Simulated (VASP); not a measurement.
# GaP: single point with PBEsol

The system is GaP.

```
CELL_PARAMETERS angstrom
1.94302 1.12180 6.46296
-1.94302 1.12180 6.46296
0.00000 -2.24360 6.46296
ATOMIC_POSITIONS crystal
Ga 0.43537 0.43537 0.43537
Ga 0.56463 0.56463 0.56463
P 0.05739 0.05739 0.05739
P 0.94261 0.94261 0.94261
```

This cell differs from its parent crystal: strain +0.0050 x Voigt [0, 0, 1, 0, 0, 0].

- Program: VASP 6.6.1
- Task: single point
- Functional: PBEsol
- Potentials or basis: VASP PAW PBE potentials, release 64 (Ga_d, P)
- Cutoff: 520 eV
- k mesh: 12 × 12 × 12
- Occupations: methfessel-paxton, width 0.1 eV
- Spin: no spin polarisation

```
Pressure               : -3.2 GPa
Largest force          : 0.065 eV/Å
Band gap on the k mesh : 0.72 eV (least direct gap 1.04 eV)
```

Forces in eV/Å, atoms in the order of the input:
```
Ga   0.000  0.000  0.065
Ga   0.000  0.000 -0.065
P    0.000  0.000  0.013
P    0.000  0.000 -0.013
```

Stress tensor (GPa, compression positive):
```
-3.02  0.00  0.00
 0.00 -3.02  0.00
 0.00  0.00 -3.61
```

Levels at points of the mesh, in eV from the valence-band top:
| k point | band 16 | band 17 | band 18 | band 19 | band 20 | band 21 |
| --- | --- | --- | --- | --- | --- | --- |
| (0.00, 0.00, 0.00) | -0.27 | 0.00 | 0.00 | 1.06 | 1.37 | 2.68 |
| (0.50, 0.00, 0.00) | -2.81 | -2.68 | -1.74 | 1.54 | 2.63 | 3.50 |
| (0.50, 0.50, 0.00) | -3.08 | -1.22 | -0.52 | 0.72 | 1.41 | 1.42 |
| (0.50, 0.50, 0.50) | -1.68 | -0.25 | -0.25 | 1.06 | 2.30 | 3.82 |

Run time: 12 min on 1 thread of AMD EPYC 9R45 96-Core Processor (Zen 5), on a shared host, peak memory 0.59 GiB.

Caveat: the cell differs from its parent crystal (strain +0.0050 x Voigt [0, 0, 1, 0, 0, 0]); the cell stands under tension; the PAW data sets were made with another functional, which shifts forces and pressure a little. A k mesh can miss the band edges.
